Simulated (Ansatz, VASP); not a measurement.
## One calculation of Pb, two programs

File POSCAR:

```
Pb
1.0
    0.0000000000      2.4584086270      2.4584086270
    2.4584086270      0.0000000000      2.4584086270
    2.4584086270      2.4584086270      0.0000000000
Pb
1
Direct
    0.0000000000      0.0000000000      0.0000000000
```

Contents of INCAR.step1:

```
SYSTEM = Pb
ALGO = Normal ; EDIFF = 1E-5
ENCUT = 520 ; GGA = PE
ISIF = 2 ; ISMEAR = -1
LASPH = .True. ; LCHARG = .False.
LREAL = .False. ; LWAVE = .True.
NBANDS = 13 ; NELM = 80
PREC = Accurate ; SIGMA = 0.05
```

INCAR.step2

```
SYSTEM = Pb
ALGO = Normal ; EDIFF = 1E-7
ENCUT = 520 ; GGA = PE
HFSCREEN = 0.2079 ; ISIF = 2
ISMEAR = -1 ; ISTART = 1
LASPH = .True. ; LCHARG = .False.
LHFCALC = .True. ; LREAL = .False.
LWAVE = .False. ; NBANDS = 13
NELM = 80 ; PREC = Accurate
PRECFOCK = Normal ; SIGMA = 0.05
```

File KPOINTS:

```
k-points
0
Gamma
  6 6 6
  0 0 0
```

File input:

```
crystal:
  lattice:
    - [0.0, 2.458408627, 2.458408627]
    - [2.458408627, 0.0, 2.458408627]
    - [2.458408627, 2.458408627, 0.0]
  atoms:
    - { symbol: Pb, position: [0.0, 0.0, 0.0] }
hamiltonian:
  xc: hse06
  pseudopotentials: { kind: paw }
kpoints:
  mp_grid: { grid: [6, 6, 6] }
scf:
  occupations: { method: fermi_dirac, width: 0.05 }
output:
  forces: true
  stress: true
  eigenvalues: true
  write_density: true
  write_potential: true
  elf: true
  volumetric_format: npy
```

Alike in both runs: task single point; functional HSE06; k mesh 6 × 6 × 6; occupations fermi-dirac, width 0.05 eV; no spin polarisation.

```csv
,VASP,Ansatz
version,VASP 6.6.1,Ansatz 0.2.0
potentials or method,"VASP PAW PBE potentials, release 64 (Pb_d)",Ansatz PAW
plane-wave cutoff (eV),520,420
valence electrons in the cell,14,14
```

```tsv
	VASP	Ansatz	Ansatz less VASP
gap on the k mesh at the Fermi level (eV)	none	none	-
pressure (GPa)	3.1	3.2	+0.04
```

A gap of «none» marks a metal or a gap that the smearing closes. The functional is the same, so the differences come from potentials, cutoffs and numerics.

The k mesh is coarse, so the values compare programs but aren't converged. Neither program's run includes spin-orbit coupling.
